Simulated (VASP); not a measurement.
**W: single point with PBE**

W:

```
W
1.0
    -1.55070    1.58234    1.58234
     1.58234   -1.55070    1.58234
     1.58234    1.58234   -1.55070
W
1
Cartesian
  0.0000 0.0000 0.0000
```

```yaml
Program: VASP 6.6.1
Task: single point
Functional: PBE
Potentials_or_basis: VASP PAW PBE potentials, release 64 (W_sv)
Cutoff: 520 eV
k_mesh: 15 × 15 × 15
Occupations: fermi-dirac, width 0.1 eV
Spin: no spin polarisation
Dipole_correction: no
Further_INCAR_settings: ALGO = Normal; EDIFF = 1e-06; NBANDS = 13
```

```json
{
  "Pressure": "6.6 GPa",
  "Band gap on the k mesh": "zero (bands 7 and 8 overlap by 5.31 eV)"
}
```

Stress tensor (GPa, compression positive):
```
 6.62 -3.05 -3.05
-3.05  6.62 -3.05
-3.05 -3.05  6.62
```

Levels at points of the mesh, in eV from the Fermi level:
```
           k point  band 5  band 6  band 7  band 8  band 9  band 10
(0.00, 0.00, 0.00)   -9.61   -1.40   -1.40   -0.85    2.31     2.31
```

Wall time 33 s on 1 thread of Intel(R) Xeon(R) Platinum 8259CL CPU @ 2.50GHz (Skylake/Cascade Lake), on a shared host, peak memory 0.18 GiB.

Caveat: the cell stands under pressure; spin-orbit coupling is left out, which moves the levels of the heavy elements.
